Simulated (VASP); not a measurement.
# SiC (P6_3mc) in VASP: a series of runs

The runs below take SiC through single point, relaxation of cell and atoms, with PBE, PBE+D3(BJ).

All numbers are computed with VASP 6.6.1; they aren't measurements. Logs are shortened: lines on timing, memory, paths and dates and some standing lists are left out, and cuts for length are marked.

## 1. The cell of the first run

Symmetry: P6_3mc, No. 186, hexagonal system. The conventional cell has a = 3.092 Å, b = 3.092 Å, c = 5.074 Å, α = 90.00°, β = 90.00°, γ = 120.00°. Within 2.5 Å of Si (site symmetry 3m) lie 4 C at 1.89 to 1.91 Å. C (site symmetry 3m) has 4 Si at 1.89 to 1.91 Å within 2.5 Å.

## 2. Single point, PBE

File INCAR:

```
SYSTEM = SiC
PREC = Accurate
ENCUT = 520
EDIFF = 1E-7
ISMEAR = -1
SIGMA = 0.05
LREAL = .False.
LASPH = .True.
NELM = 60
ALGO = Normal
ISIF = 2
LWAVE = .False.
LCHARG = .False.
GGA = PE
NBANDS = 16
```

File KPOINTS:

```
regular mesh
0
Gamma
  10 10 5
  0 0 0
```

File POSCAR:

```
SiC
1.0
    3.0918548571      0.0000000000      0.0000000000
   -1.5459274285      2.6776248511      0.0000000000
    0.0000000000      0.0000000000      5.0741969192
Si C
2 2
Direct
    0.6666666667      0.3333333333      0.5045870796
    0.3333333333      0.6666666667      0.0045870796
    0.6666666667      0.3333333333      0.8804129204
    0.3333333333      0.6666666667      0.3804129204
```

Potentials or basis: VASP PAW PBE potentials, release 64 (Si, C).

Command:

```console
$ cat potpaw_PBE.64/Si/POTCAR potpaw_PBE.64/C/POTCAR > POTCAR
$ mpirun -np 1 vasp_std > vasp.out
```

OUTCAR:

```text
SYSTEM = SiC
   PREC = Accurate
   ENCUT = 520
   EDIFF = 1E-7
   ISMEAR = -1
   LREAL = .False.
   LASPH = .True.
   NELM = 60
   ISIF = 2
   GGA = PE

 ion  position               nearest neighbor table
   1  0.667  0.333  0.505-   4 1.89   4 1.89   4 1.89   3 1.91   2 3.10   2 3.10   2 3.10   2 3.10
                             2 3.10   2 3.10
   2  0.333  0.667  0.005-   3 1.89   3 1.89   3 1.89   4 1.91   1 3.10   1 3.10   1 3.10   1 3.10
                             1 3.10   1 3.10
   3  0.667  0.333  0.880-   2 1.89   2 1.89   2 1.89   1 1.91
   4  0.333  0.667  0.380-   1 1.89   1 1.89   1 1.89   2 1.91

  LATTYP: Found a hexagonal cell.
 ALAT       =     3.0918548571
 C/A-ratio  =     1.6411497802

  Lattice vectors:

 A1 = (   3.0918548571,   0.0000000000,   0.0000000000)
 A2 = (  -1.5459274285,   2.6776248511,   0.0000000000)
 A3 = (   0.0000000000,   0.0000000000,   5.0741969192)

Analysis of symmetry for initial positions (statically):
=====================================================================
 Subroutine PRICEL returns:
 Original cell was already a primitive cell.

 Routine SETGRP: Setting up the symmetry group for a
 hexagonal supercell.

 Subroutine GETGRP returns: Found 12 space group operations
 (whereof  6 operations were pure point group operations)
 out of a pool of 24 trial point group operations.

The static configuration has the point symmetry C_3v.
 The point group associated with its full space group is C_6v.

Analysis of symmetry for dynamics (positions and initial velocities):
=====================================================================
 Subroutine PRICEL returns:
 Original cell was already a primitive cell.

 Routine SETGRP: Setting up the symmetry group for a
 hexagonal supercell.

 Subroutine GETGRP returns: Found 12 space group operations
 (whereof  6 operations were pure point group operations)
 out of a pool of 24 trial point group operations.

The dynamic configuration has the point symmetry C_3v.
 The point group associated with its full space group is C_6v.

 Subroutine INISYM returns: Found 12 space group operations
 (whereof  6 operations are pure point group operations),
[... 89 lines left out ...]
   NGXF,Y,Z  is equivalent  to a cutoff of  25.81, 25.81, 26.21 a.u.
 SYSTEM =  SiC
   PREC   = accura    normal or accurate (medium, high low for compatibility)
   ISTART =      0    job   : 0-new  1-cont  2-samecut
   ICHARG =      2    charge: 1-file 2-atom 10-const
   ISPIN  =      1    spin polarized calculation?
   LNONCOLLINEAR =      F non collinear calculations
   LSORBIT =      F    spin-orbit coupling
   LASPH  =      T    aspherical Exc in radial PAW
   ENCUT  =  520.0 eV  38.22 Ry    6.18 a.u.   5.75  5.75  9.43*2*pi/ulx,y,z
   NELM   =     60;   NELMIN=  2; NELMDL= -5     # of ELM steps
   EDIFF  = 0.1E-06   stopping-criterion for ELM
   LREAL  =      F    real-space projection
   EDIFFG = 0.1E-05   stopping-criterion for IOM
   NSW    =      0    number of steps for IOM
   IBRION =     -1    ionic relax: 0-MD 1-quasi-New 2-CG
   NFREE  =      0    steps in history (QN), initial steepest desc. (CG)
   ISIF   =      2    stress and relaxation
   ISYM   =      2    0-nonsym 1-usesym 2-fastsym
   POTIM  = 0.5000    time-step for ionic-motion
   TEBEG  =    0.0;   TEEND  =   0.0 temperature during run
   PSTRESS=    0.0 pullay stress
   NELECT =      16.0000    total number of electrons
   NUPDOWN=      -1.0000    fix difference up-down
   EMIN   =  10.00;   EMAX   =-10.00  energy-range for DOS
   EFERMI =   0.00;   METHOD = LEGACY
   ISMEAR =    -1;   SIGMA  =   0.05  broadening in eV -4-tet -1-fermi 0-gaus
   EFERMI_NEDOS =   21; number of points for ismear=-14 and -15
   IALGO  =     38    algorithm
   IMIX   =      4    mixing-type and parameters
     AMIX     =   0.40;   BMIX     =  1.00
     AMIX_MAG =   1.60;   BMIX_MAG =  1.00
  volume/ion in A,a.u.               =      10.50        70.87
  Fermi-wavevector in a.u.,A,eV,Ry     =   1.186687  2.242513 19.160072  1.408226
  Thomas-Fermi vector in A             =   2.322854
   LORBIT       =      0    0 simple, 1 ext, 2 COOP (PROOUT), +10 PAW based schemes
   GGA     = PE    functional components
   LHFCALC =     F    Hartree Fock is set to
   AEXX    =    0.0000 exact exchange contribution
   IVDW    =     0    specifies the selected vdW correction
   LEPSILON=     F    determine dielectric tensor
   LRPA    =     F    only Hartree local field effects (RPA)
 non-spin polarized calculation
  energy-cutoff  :      520.00
  volume of cell :       42.01
 maximum number of plane-waves:      1144
 NGX is ok and might be reduce to    24
   NGX = 11   NGY = 11   NGZ = 19

 number of electron      16.0000000 magnetization

 Free energy of the ion-electron system (eV)
  ---------------------------------------------------
  ext. energy  EPLUGINS =         0.00000000
  ---------------------------------------------------
  free energy    TOTEN  =       -30.11006709 eV

  energy without entropy =      -30.11006709  energy(sigma->0) =      -30.11006709

 E-fermi :   9.0740     XC(G=0): -11.2829

 val. band max:        8.0850048189   @ k =   0.0000   0.0000   0.0000
 cond. band min:      10.5402425435   @ k =   0.3000   0.3000   0.0000
 fundamental gap:      2.4552377246
 Fermi energy:         9.0740366815

 k-point     1 :       0.0000    0.0000    0.0000
  band No.  band energies     occupation
      1      -7.3611      2.00000
      2      -3.8517      2.00000
      3      -0.5241      2.00000
      4       6.7756      2.00000
      5       6.7756      2.00000
      6       7.9744      2.00000
[... 433 lines left out ...]
      3       0.0447      2.00000
      4       1.5262      2.00000
      5       3.4380      2.00000
      6       4.3799      2.00000
[... 8 lines left out ...]
     15      19.4591      0.00000
     16      20.8233      0.00000

 [... further k-points ...]
[... 5 lines left out ...]
  --------------------------------------------------------------------------------------
  -------------------------------------------------------------------------------------
  Total       -0.0091617     -0.0091617     -0.0055731     -0.0000000      0.0000000      0.0000000
  in kB       -0.3494207     -0.3494207     -0.2125536     -0.0000000      0.0000000      0.0000000
  external PRESSURE =      -0.3037983 kB  Pullay stress =       0.0000000 kB

 VOLUME and BASIS-vectors are now :
 -----------------------------------------------------------------------------
  energy-cutoff  :      520.00
  volume of cell :       42.01
      direct lattice vectors                 reciprocal lattice vectors
     3.091854857  0.000000000  0.000000000     0.323430447  0.186732656  0.000000000
    -1.545927428  2.677624851  0.000000000     0.000000000  0.373465312  0.000000000
     0.000000000  0.000000000  5.074196919     0.000000000  0.000000000  0.197075521

 POSITION                                       TOTAL-FORCE (eV/Angst)
 -----------------------------------------------------------------------------------
      1.54593      0.89254      2.56037         0.000000     -0.000000     -0.000806
     -0.00000      1.78508      0.02328        -0.000000     -0.000000     -0.000806
      1.54593      0.89254      4.46739         0.000000     -0.000000      0.000806
     -0.00000      1.78508      1.93029        -0.000000      0.000000      0.000806
 -----------------------------------------------------------------------------------
    total drift:                               -0.000000      0.000000     -0.000086

  FREE ENERGIE OF THE ION-ELECTRON SYSTEM (eV)
  ---------------------------------------------------
  free  energy   TOTEN  =       -30.1100670880 eV

  energy  without entropy=      -30.1100670880  energy(sigma->0) =      -30.11006709
```

OSZICAR:

```text
N       E                     dE             d eps       ncg     rms          rms(c)
DAV:   1     0.243820744417E+02    0.24382E+02   -0.71120E+03  1344   0.890E+02
DAV:   2    -0.312150101391E+02   -0.55597E+02   -0.50186E+02  1952   0.155E+02
DAV:   3    -0.337313666399E+02   -0.25164E+01   -0.25064E+01  1696   0.305E+01
DAV:   4    -0.337501244914E+02   -0.18758E-01   -0.18753E-01  1680   0.325E+00
DAV:   5    -0.337503102372E+02   -0.18575E-03   -0.18574E-03  1688   0.308E-01    0.123E+01
DAV:   6    -0.301883747311E+02    0.35619E+01   -0.64375E+00  1696   0.155E+01    0.550E+00
DAV:   7    -0.301276435396E+02    0.60731E-01   -0.10818E+00  1920   0.604E+00    0.245E+00
DAV:   8    -0.301112672113E+02    0.16376E-01   -0.45521E-02  1520   0.137E+00    0.619E-01
DAV:   9    -0.301097163431E+02    0.15509E-02   -0.74794E-03  1776   0.585E-01    0.124E-01
DAV:  10    -0.301100383129E+02   -0.32197E-03   -0.10395E-03  1648   0.186E-01    0.576E-02
DAV:  11    -0.301100653850E+02   -0.27072E-04   -0.99905E-05  1584   0.706E-02    0.137E-02
DAV:  12    -0.301100665123E+02   -0.11273E-05   -0.70192E-06  1800   0.167E-02    0.407E-03
DAV:  13    -0.301100670774E+02   -0.56510E-06   -0.48975E-07  1640   0.458E-03    0.244E-03
DAV:  14    -0.301100670880E+02   -0.10639E-07   -0.33257E-08  1128   0.120E-03
   1 F= -.30110067E+02 E0= -.30110067E+02  d E =-.364688E-10
```

stdout:

```text
POSCAR found type information on POSCAR SiC
 POSCAR found :  2 types and       4 ions
 scaLAPACK will be used
 LDA part: xc-table for (Slater+PW92), standard interpolation
 POSCAR, INCAR and KPOINTS ok, starting setup
 FFT: planning ... GRIDC
 FFT: planning ... GRID_SOFT
 FFT: planning ... GRID
 WAVECAR not read
 entering main loop
```

Run time: 40 s. Hardware: 1 thread of Intel Xeon 8259CL, shared host; peak memory 0.16 GiB.

Results:

```
Free energy            : -30.1101 eV
Pressure               : 0.0 GPa
Band gap on the k mesh : 2.46 eV (least direct gap 3.94 eV)
```

Levels at points of the mesh, in eV from the valence-band top:
| k point | band 5 | band 6 | band 7 | band 8 | band 9 | band 10 | band 11 | band 12 |
| --- | --- | --- | --- | --- | --- | --- | --- | --- |
| (0.00, 0.00, 0.00) | -1.31 | -0.11 | 0.00 | 0.00 | 4.67 | 6.05 | 6.57 | 6.57 |
| (0.50, 0.00, 0.00) | -5.38 | -3.29 | -3.24 | -1.19 | 2.75 | 4.21 | 6.76 | 7.07 |

A k mesh can miss the band edges.

## 3. Relaxation of cell and atoms, PBE+D3(BJ)

This run uses another cell than the first one, of 10.34 Å³/atom.

File INCAR:

```
  PREC = Accurate
  ENCUT = 600
  EDIFF = 1E-6
  ISMEAR = -1
  SIGMA = 0.05
  LREAL = False
  LASPH = True
  NELM = 100
  ALGO = Normal
  ISIF = 3
  LWAVE = False
  LCHARG = False
  GGA = PE
  IVDW = 12
  IBRION = 2
  NSW = 60
  EDIFFG = -0.01
```

File KPOINTS:

```
regular mesh
0
Gamma
  10 10 5
```

File POSCAR:

```
SiC
1.0
    3.0760000000      0.0000000000      0.0000000000
   -1.5380000000      2.6638941420      0.0000000000
    0.0000000000      0.0000000000      5.0480000000
Si C
2 2
Direct
    0.6666666667      0.3333333333      0.5000000000
    0.3333333333      0.6666666667      0.0000000000
    0.6666666667      0.3333333333      0.8850000000
    0.3333333333      0.6666666667      0.3850000000
```

Potentials or basis: VASP PAW PBE potentials, release 64 (Si, C).

Command:

```console
$ cat potpaw_PBE.64/Si/POTCAR potpaw_PBE.64/C/POTCAR > POTCAR
$ mpirun -np 1 vasp_std > vasp.out
```

It took 2.7 min on 1 thread of Intel Xeon 8259CL, shared host; peak memory 0.2 GiB.

Results (log left out):

* Free energy: -31.3105 eV
* Relaxed volume: 10.27 Å³/atom
* Relaxed cell: a = 3.069 Å, b = 3.069 Å, c = 5.037 Å, α = 90.00°, β = 90.00°, γ = 120.00°
* Space group after relaxing (to 0.1 Å): P6_3mc (No. 186)
* Energy gained by relaxing: 9.4 meV/atom
* Ionic steps: 7
* Pressure after relaxing: 0.0 GPa
* Band gap on the k mesh: 2.42 eV (least direct gap 3.98 eV)
* Dispersion energy per atom: -0.303 eV

Step by step:
| step | energy change (eV) | largest force (eV/Å) | pressure (GPa) | volume (Å³) |
| --- | --- | --- | --- | --- |
| 1 | 0.0000 | 0.7526 | -1.18 | 41.36 |
| 2 | -0.0038 | 0.7017 | 1.25 | 40.90 |
| 3 | -0.0345 | 0.0666 | -0.19 | 41.12 |
| 4 | -0.0373 | 0.0034 | 0.31 | 41.03 |
| 5 | -0.0374 | 0.0071 | 0.23 | 41.05 |
| 6 | -0.0374 | 0.0056 | -0.18 | 41.12 |
| 7 | -0.0375 | 0.0000 | 0.00 | 41.09 |

Final structure:
```cif
data_structure
_symmetry_space_group_name_H-M 'P 1'
_symmetry_Int_Tables_number 1
_cell_length_a 3.0692
_cell_length_b 3.0692
_cell_length_c 5.0367
_cell_angle_alpha 90.000
_cell_angle_beta 90.000
_cell_angle_gamma 120.000
_cell_volume 41.09
loop_
_atom_site_label
_atom_site_type_symbol
_atom_site_fract_x
_atom_site_fract_y
_atom_site_fract_z
_atom_site_occupancy
Si1 Si 0.66667 0.33333 0.50460 1
Si2 Si 0.33333 0.66667 0.00460 1
C1 C 0.66667 0.33333 0.88040 1
C2 C 0.33333 0.66667 0.38040 1
```

Levels at points of the mesh, in eV from the valence-band top:
```tsv
k point	band 6	band 7	band 8	band 9	band 10	band 11
(0.00, 0.00, 0.00)	-0.11	0.00	0.00	4.86	6.28	6.71
(0.50, 0.00, 0.00)	-3.33	-3.31	-1.20	2.79	4.23	6.93
```
